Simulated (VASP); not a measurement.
# KCl (Sylvite) in VASP: notebook

KCl (Sylvite) is run at these levels: PBE, r2SCAN; tasks: single point.

Everything below comes from runs of VASP 6.6.1. Logs are shortened: lines on timing, memory, paths and dates and some standing lists are left out, and cuts for length are marked.

## (1) The cell of the first run

It takes space group Fm-3m (No. 225, cubic). Conventional cell: a = 6.219 Å, b = 6.219 Å, c = 6.219 Å, α = 90.00°, β = 90.00°, γ = 90.00°. K (site symmetry m-3m) has 6 Cl at 3.11 Å within 4.1 Å. Cl (site symmetry m-3m) has 6 K at 3.11 Å within 4.1 Å.

## (2) Single point, PBE (strain -1.1%)

File INCAR:

```
  PREC = Accurate
  ENCUT = 520
  EDIFF = 1E-7
  ISMEAR = -1
  SIGMA = 0.02
  LREAL = False
  LASPH = True
  NELM = 100
  ALGO = Normal
  ISIF = 2
  LWAVE = False
  LCHARG = False
  GGA = PE
  NBANDS = 15
```

File KPOINTS:

```
regular mesh
0
Gamma
  8 8 8
```

File POSCAR:

```
KCl
1.0
    0.0000000000      3.1096248336      3.1096248336
    3.1096248336      0.0000000000      3.1096248336
    3.1096248336      3.1096248336      0.0000000000
K Cl
1 1
Direct
    0.0000000000      0.0000000000      0.0000000000
    0.5000000000      0.5000000000      0.5000000000
```

Potentials or basis: VASP PAW PBE potentials, release 64 (K_sv, Cl).

Run with:

```console
$ cat potpaw_PBE.64/K_sv/POTCAR potpaw_PBE.64/Cl/POTCAR > POTCAR
$ mpirun -np 1 vasp_std > vasp.out
```

OUTCAR:

```text
PREC = Accurate
   ENCUT = 520
   EDIFF = 1E-7
   ISMEAR = -1
   LREAL = False
   LASPH = True
   NELM = 100
   ISIF = 2
   GGA = PE

 ion  position               nearest neighbor table
   1  0.000  0.000  0.000-   2 3.11   2 3.11   2 3.11   2 3.11   2 3.11   2 3.11
   2  0.500  0.500  0.500-   1 3.11   1 3.11   1 3.11   1 3.11   1 3.11   1 3.11

  LATTYP: Found a face centered cubic cell.
 ALAT       =     6.2192496672

  Lattice vectors:

 A1 = (   0.0000000000,   3.1096248336,   3.1096248336)
 A2 = (   3.1096248336,   0.0000000000,   3.1096248336)
 A3 = (   3.1096248336,   3.1096248336,   0.0000000000)

Analysis of symmetry for initial positions (statically):
=====================================================================
 Subroutine PRICEL returns:
 Original cell was already a primitive cell.

 Routine SETGRP: Setting up the symmetry group for a
 face centered cubic supercell.

 Subroutine GETGRP returns: Found 48 space group operations
 (whereof 48 operations were pure point group operations)
 out of a pool of 48 trial point group operations.

The static configuration has the point symmetry O_h .

Analysis of symmetry for dynamics (positions and initial velocities):
=====================================================================
 Subroutine PRICEL returns:
 Original cell was already a primitive cell.

 Routine SETGRP: Setting up the symmetry group for a
 face centered cubic supercell.

 Subroutine GETGRP returns: Found 48 space group operations
 (whereof 48 operations were pure point group operations)
 out of a pool of 48 trial point group operations.

The dynamic configuration has the point symmetry O_h .

 Subroutine INISYM returns: Found 48 space group operations
 (whereof 48 operations are pure point group operations),
 and found     1 'primitive' translations

----------------------------------------------------------------------------------------

                                     Primitive cell

  volume of cell :      60.1387

  direct lattice vectors                    reciprocal lattice vectors
     0.000000000  3.109624834  3.109624834    -0.160791101  0.160791101  0.160791101
     3.109624834  0.000000000  3.109624834     0.160791101 -0.160791101  0.160791101
     3.109624834  3.109624834  0.000000000     0.160791101  0.160791101 -0.160791101

  length of vectors
     4.397673614  4.397673614  4.397673614     0.278498356  0.278498356  0.278498356

  position of ions in fractional coordinates (direct lattice)
     0.000000000  0.000000000  0.000000000
     0.500000000  0.500000000  0.500000000

  ion indices of the primitive-cell ions
   primitive index   ion index
                 1           1
                 2           2

----------------------------------------------------------------------------------------

 KPOINTS: regular mesh

Automatic generation of k-mesh.
 Grid dimensions read from file:
 generate k-points for:    8    8    8

 Generating k-lattice:

  Cartesian coordinates                     Fractional coordinates (reciprocal lattice)
    -0.020098888  0.020098888  0.020098888     0.125000000  0.000000000  0.000000000
     0.020098888 -0.020098888  0.020098888     0.000000000  0.125000000  0.000000000
     0.020098888  0.020098888 -0.020098888     0.000000000  0.000000000  0.125000000

  Length of vectors
     0.034812294  0.034812294  0.034812294

  Shift w.r.t. Gamma in fractional coordinates (k-lattice)
     0.000000000  0.000000000  0.000000000

 Subroutine IBZKPT returns following result:
 ===========================================

 Found     29 irreducible k-points:

 Following reciprocal coordinates:
            Coordinates               Weight
  0.000000  0.000000  0.000000      1.000000
  0.125000  0.000000  0.000000      8.000000
  0.250000  0.000000  0.000000      8.000000
  0.375000  0.000000  0.000000      8.000000
  0.500000  0.000000  0.000000      4.000000
  0.125000  0.125000  0.000000      6.000000
[... 16 lines left out ...]
  0.500000  0.250000  0.125000     48.000000
 -0.375000  0.250000  0.125000     24.000000
 [... further k-points ...]
   k-points           NKPTS =     29   k-points in BZ     NKDIM =     29   number of bands    NBANDS=     15
   number of dos      NEDOS =    301   number of ions     NIONS =      2
   total plane-waves  NPLWV =  46656
   dimension x,y,z NGX =    36 NGY =   36 NGZ =   36
   dimension x,y,z NGXF=    72 NGYF=   72 NGZF=   72
   ions per type =               1   1
   NGX,Y,Z   is equivalent  to a cutoff of  13.61, 13.61, 13.61 a.u.
   NGXF,Y,Z  is equivalent  to a cutoff of  27.22, 27.22, 27.22 a.u.
 SYSTEM =  unknown system
   PREC   = accura    normal or accurate (medium, high low for compatibility)
   ISTART =      0    job   : 0-new  1-cont  2-samecut
   ICHARG =      2    charge: 1-file 2-atom 10-const
   ISPIN  =      1    spin polarized calculation?
   LNONCOLLINEAR =      F non collinear calculations
   LSORBIT =      F    spin-orbit coupling
   LASPH  =      T    aspherical Exc in radial PAW
   ENCUT  =  520.0 eV  38.22 Ry    6.18 a.u.   8.18  8.18  8.18*2*pi/ulx,y,z
   NELM   =    100;   NELMIN=  2; NELMDL= -5     # of ELM steps
   EDIFF  = 0.1E-06   stopping-criterion for ELM
   LREAL  =      F    real-space projection
   EDIFFG = 0.1E-05   stopping-criterion for IOM
   NSW    =      0    number of steps for IOM
   IBRION =     -1    ionic relax: 0-MD 1-quasi-New 2-CG
   NFREE  =      0    steps in history (QN), initial steepest desc. (CG)
   ISIF   =      2    stress and relaxation
   ISYM   =      2    0-nonsym 1-usesym 2-fastsym
   POTIM  = 0.5000    time-step for ionic-motion
   TEBEG  =    0.0;   TEEND  =   0.0 temperature during run
   PSTRESS=    0.0 pullay stress
   NELECT =      16.0000    total number of electrons
   NUPDOWN=      -1.0000    fix difference up-down
   EMIN   =  10.00;   EMAX   =-10.00  energy-range for DOS
   EFERMI =   0.00;   METHOD = LEGACY
   ISMEAR =    -1;   SIGMA  =   0.02  broadening in eV -4-tet -1-fermi 0-gaus
   EFERMI_NEDOS =   21; number of points for ismear=-14 and -15
   IALGO  =     38    algorithm
   IMIX   =      4    mixing-type and parameters
     AMIX     =   0.40;   BMIX     =  1.00
     AMIX_MAG =   1.60;   BMIX_MAG =  1.00
  volume/ion in A,a.u.               =      30.07       202.92
  Fermi-wavevector in a.u.,A,eV,Ry     =   1.052924  1.989737 15.084071  1.108648
  Thomas-Fermi vector in A             =   2.188025
   LORBIT       =      0    0 simple, 1 ext, 2 COOP (PROOUT), +10 PAW based schemes
   GGA     = PE    functional components
[... 5 lines left out ...]
 non-spin polarized calculation
  energy-cutoff  :      520.00
  volume of cell :       60.14
 maximum number of plane-waves:      1639
 NGX is ok and might be reduce to    36
   NGX = 17   NGY = 17   NGZ = 17

 number of electron      16.0000002 magnetization

 Free energy of the ion-electron system (eV)
  ---------------------------------------------------
  ext. energy  EPLUGINS =         0.00000000
  ---------------------------------------------------
  free energy    TOTEN  =        -6.78770008 eV

  energy without entropy =       -6.78770008  energy(sigma->0) =       -6.78770008

 E-fermi :  -1.2219     XC(G=0):  -7.6847

 val. band max:       -1.6972870607   @ k =   0.0000   0.0000   0.0000
 cond. band min:       3.6141703412   @ k =   0.0000   0.0000   0.0000
 fundamental gap:      5.3114574019
 Fermi energy:        -1.2218898633

 k-point     1 :       0.0000    0.0000    0.0000
  band No.  band energies     occupation
      1     -28.8110      2.00000
      2     -13.8562      2.00000
      3     -12.2724      2.00000
      4     -12.2724      2.00000
      5     -12.2724      2.00000
      6      -1.6973      2.00000
      7      -1.6973      2.00000
      8      -1.6973      2.00000
      9       3.6142      0.00000
     10       6.7006      0.00000
     11       6.7006      0.00000
     12       6.7006      0.00000
     13       7.5969      0.00000
     14       7.5969      0.00000
     15      11.4113      0.00000

 k-point     2 :       0.1250    0.0000    0.0000
  band No.  band energies     occupation
      1     -28.8092      2.00000
      2     -13.8893      2.00000
      3     -12.2739      2.00000
      4     -12.2739      2.00000
      5     -12.2306      2.00000
      6      -1.8988      2.00000
      7      -1.7526      2.00000
      8      -1.7526      2.00000
      9       4.0012      0.00000
     10       6.5867      0.00000
     11       6.9034      0.00000
     12       6.9034      0.00000
     13       7.8224      0.00000
     14       7.8224      0.00000
     15      12.0092      0.00000

 k-point     3 :       0.2500    0.0000    0.0000
  band No.  band energies     occupation
      1     -28.8046      2.00000
      2     -13.9634      2.00000
      3     -12.2775      2.00000
      4     -12.2775      2.00000
      5     -12.1352      2.00000
      6      -2.3193      2.00000
      7      -1.8808      2.00000
      8      -1.8808      2.00000
      9       4.9023      0.00000
     10       6.5133      0.00000
     11       7.4802      0.00000
     12       7.4802      0.00000
     13       8.4433      0.00000
     14       8.4433      0.00000
     15      12.1412      0.00000

 k-point     4 :       0.3750    0.0000    0.0000
  band No.  band energies     occupation
      1     -28.8001      2.00000
      2     -14.0308      2.00000
      3     -12.2811      2.00000
      4     -12.2811      2.00000
      5     -12.0459      2.00000
      6      -2.6779      2.00000
      7      -2.0024      2.00000
      8      -2.0024      2.00000
      9       5.7199      0.00000
     10       6.7829      0.00000
     11       8.3281      0.00000
     12       8.3281      0.00000
     13       9.2667      0.00000
     14       9.2667      0.00000
     15      11.0884      0.00000
[... 307 lines left out ...]
 k-point    22 :       0.3750    0.2500    0.1250
  band No.  band energies     occupation
      1     -28.8014      2.00000
      2     -13.9459      2.00000
      3     -12.3159      2.00000
      4     -12.2866      2.00000
      5     -12.1409      2.00000
      6      -2.4426      2.00000
      7      -1.9445      2.00000
      8      -1.8997      2.00000
      9       5.4561      0.00000
     10       5.8944      0.00000
     11       8.0819      0.00000
     12       8.3180      0.00000
     13       8.4950      0.00000
     14       9.1347      0.00000
     15      11.0908      0.00000

 k-point    23 :       0.5000    0.2500    0.1250
  band No.  band energies     occupation
      1     -28.7978      2.00000
      2     -13.9575      2.00000
      3     -12.3326      2.00000
      4     -12.2989      2.00000
      5     -12.1189      2.00000
      6      -2.5533      2.00000
      7      -2.0611      2.00000
      8      -2.0101      2.00000
      9       6.0040      0.00000
     10       6.3752      0.00000
     11       8.4228      0.00000
     12       8.6866      0.00000
     13       9.1209      0.00000
     14       9.5989      0.00000
     15      10.3648      0.00000

 k-point    24 :      -0.3750    0.2500    0.1250
  band No.  band energies     occupation
      1     -28.7963      2.00000
      2     -13.9620      2.00000
      3     -12.3347      2.00000
      4     -12.3097      2.00000
      5     -12.1095      2.00000
      6      -2.5851      2.00000
      7      -2.1228      2.00000
      8      -2.0536      2.00000
      9       6.2401      0.00000
     10       6.7388      0.00000
     11       8.5440      0.00000
     12       8.6020      0.00000
     13       9.3712      0.00000
     14      10.2611      0.00000
     15      10.3133      0.00000

 [... further k-points ...]
[... 5 lines left out ...]
  --------------------------------------------------------------------------------------
  -------------------------------------------------------------------------------------
  Total        0.5810139      0.5810139      0.5810139      0.0000000     -0.0000000     -0.0000000
  in kB       15.4790087     15.4790087     15.4790087      0.0000000     -0.0000000     -0.0000000
  external PRESSURE =      15.4790087 kB  Pullay stress =       0.0000000 kB

 VOLUME and BASIS-vectors are now :
 -----------------------------------------------------------------------------
  energy-cutoff  :      520.00
  volume of cell :       60.14
      direct lattice vectors                 reciprocal lattice vectors
     0.000000000  3.109624834  3.109624834    -0.160791101  0.160791101  0.160791101
     3.109624834  0.000000000  3.109624834     0.160791101 -0.160791101  0.160791101
     3.109624834  3.109624834  0.000000000     0.160791101  0.160791101 -0.160791101

 POSITION                                       TOTAL-FORCE (eV/Angst)
 -----------------------------------------------------------------------------------
      0.00000      0.00000      0.00000         0.000000      0.000000     -0.000000
      3.10962      3.10962      3.10962         0.000000      0.000000      0.000000
 -----------------------------------------------------------------------------------
    total drift:                                0.000000      0.000000      0.000000

  FREE ENERGIE OF THE ION-ELECTRON SYSTEM (eV)
  ---------------------------------------------------
  free  energy   TOTEN  =        -6.7877000849 eV

  energy  without entropy=       -6.7877000849  energy(sigma->0) =       -6.78770008
```

Wall time 68 s (1 thread of Intel Xeon Platinum 8488C (Sapphire Rapids), shared host); peak memory 0.2 GiB.

Results:

```yaml
Free_energy: -6.7877 eV
Pressure: 1.5 GPa
Band_gap_on_the_k_mesh: 5.31 eV, direct
```

Levels at points of the mesh, in eV from the valence-band top:
| k point | band 6 | band 7 | band 8 | band 9 | band 10 | band 11 |
| --- | --- | --- | --- | --- | --- | --- |
| (0.00, 0.00, 0.00) | 0.00 | 0.00 | 0.00 | 5.31 | 8.40 | 8.40 |
| (0.50, 0.00, 0.00) | -1.12 | -0.35 | -0.35 | 7.70 | 8.74 | 10.65 |
| (0.50, 0.50, 0.00) | -0.68 | -0.23 | -0.23 | 6.50 | 8.51 | 10.29 |

Caveat: the cell differs from its parent crystal (strain -1.1%).

## (3) Single point, r2SCAN (strain -1.1%)

POSCAR is that of step 2.

File INCAR.step1:

```
SYSTEM = KCl
PREC = Accurate
ENCUT = 520
ISMEAR = 0
SIGMA = 0.01
LREAL = .False.
LASPH = .True.
NELM = 80
NBANDS = 15
GGA = PE
ALGO = Normal
EDIFF = 1E-4
LWAVE = .True.
LCHARG = .False.
```

File INCAR.step2:

```
SYSTEM = KCl
PREC = Accurate
ENCUT = 520
EDIFF = 1E-6
ISMEAR = 0
SIGMA = 0.01
LREAL = .False.
LASPH = .True.
NELM = 80
ALGO = Normal
ISIF = 2
LWAVE = .False.
LCHARG = .False.
METAGGA = R2SCAN
LMIXTAU = .True.
NBANDS = 15
ISTART = 1
```

File KPOINTS:

```
Automatic mesh
0
Gamma
  8 8 8
  0 0 0
```

Potentials or basis: VASP PAW PBE potentials, release 64 (K_sv, Cl).

Run with:

```console
$ cat potpaw_PBE.64/K_sv/POTCAR potpaw_PBE.64/Cl/POTCAR > POTCAR
$ cp INCAR.step1 INCAR
$ mpirun -np 1 vasp_std > vasp.out
$ cp INCAR.step2 INCAR
$ mpirun -np 1 vasp_std > vasp.out
```

OUTCAR:

```text
SYSTEM = KCl
   PREC = Accurate
   ENCUT = 520
   EDIFF = 1E-6
   ISMEAR = 0
   LREAL = .False.
   LASPH = .True.
   NELM = 80
   ISIF = 2
   METAGGA = R2SCAN
   ISTART = 1

 ion  position               nearest neighbor table
   1  0.000  0.000  0.000-   2 3.11   2 3.11   2 3.11   2 3.11   2 3.11   2 3.11
   2  0.500  0.500  0.500-   1 3.11   1 3.11   1 3.11   1 3.11   1 3.11   1 3.11

  LATTYP: Found a face centered cubic cell.
 ALAT       =     6.2192496672

  Lattice vectors:

 A1 = (   0.0000000000,   3.1096248336,   3.1096248336)
 A2 = (   3.1096248336,   0.0000000000,   3.1096248336)
 A3 = (   3.1096248336,   3.1096248336,   0.0000000000)
[... 611 lines left out ...]
     13       9.7568      0.00000
     14      10.7214      0.00000
     15      10.8252      0.00000

 [... further k-points ...]
[... 5 lines left out ...]
  --------------------------------------------------------------------------------------
  -------------------------------------------------------------------------------------
  Total        0.2740188      0.2740188      0.2740188      0.0000000      0.0000000      0.0000000
  in kB        7.3002373      7.3002373      7.3002373      0.0000000      0.0000000      0.0000000
  external PRESSURE =       7.3002373 kB  Pullay stress =       0.0000000 kB

 VOLUME and BASIS-vectors are now :
 -----------------------------------------------------------------------------
  energy-cutoff  :      520.00
  volume of cell :       60.14
      direct lattice vectors                 reciprocal lattice vectors
     0.000000000  3.109624834  3.109624834    -0.160791101  0.160791101  0.160791101
     3.109624834  0.000000000  3.109624834     0.160791101 -0.160791101  0.160791101
     3.109624834  3.109624834  0.000000000     0.160791101  0.160791101 -0.160791101

 POSITION                                       TOTAL-FORCE (eV/Angst)
 -----------------------------------------------------------------------------------
      0.00000      0.00000      0.00000         0.000000      0.000000      0.000000
      3.10962      3.10962      3.10962        -0.000000     -0.000000     -0.000000
 -----------------------------------------------------------------------------------
    total drift:                                0.000000      0.000000      0.000000

  FREE ENERGIE OF THE ION-ELECTRON SYSTEM (eV)
  ---------------------------------------------------
  free  energy   TOTEN  =       -16.5011317887 eV

  energy  without entropy=      -16.5011317887  energy(sigma->0) =      -16.50113179
```

OUTCAR.step1:

```text
SYSTEM = KCl
   PREC = Accurate
   ENCUT = 520
   ISMEAR = 0
   LREAL = .False.
   LASPH = .True.
[... 654 lines left out ...]
      0.00000      0.00000      0.00000         0.000000      0.000000      0.000000
      3.10962      3.10962      3.10962        -0.000000     -0.000000     -0.000000
 -----------------------------------------------------------------------------------
    total drift:                                0.000000      0.000000      0.000000

  FREE ENERGIE OF THE ION-ELECTRON SYSTEM (eV)
  ---------------------------------------------------
  free  energy   TOTEN  =        -6.7876968681 eV

  energy  without entropy=       -6.7876968681  energy(sigma->0) =       -6.78769687
```

It took 2.8 min on 1 thread of Intel Xeon Platinum 8488C (Sapphire Rapids), shared host; peak memory 0.22 GiB.

What came out:

| Property | Result |
| --- | --- |
| Free energy | -16.5011 eV |
| Pressure | 0.7 GPa |
| Band gap on the k mesh | 5.96 eV, direct |

Levels at points of the mesh, in eV from the valence-band top:
```tsv
k point	band 6	band 7	band 8	band 9	band 10	band 11
(0.00, 0.00, 0.00)	0.00	0.00	0.00	5.96	9.05	9.05
(0.50, 0.00, 0.00)	-1.11	-0.35	-0.35	8.24	9.38	11.44
(0.50, 0.50, 0.00)	-0.69	-0.23	-0.23	7.00	9.38	10.91
```

Caveat: the cell differs from its parent crystal (strain -1.1%); the PAW data sets were made with another functional, which shifts forces and pressure a little.

(Part 1 of 2 ends here.)
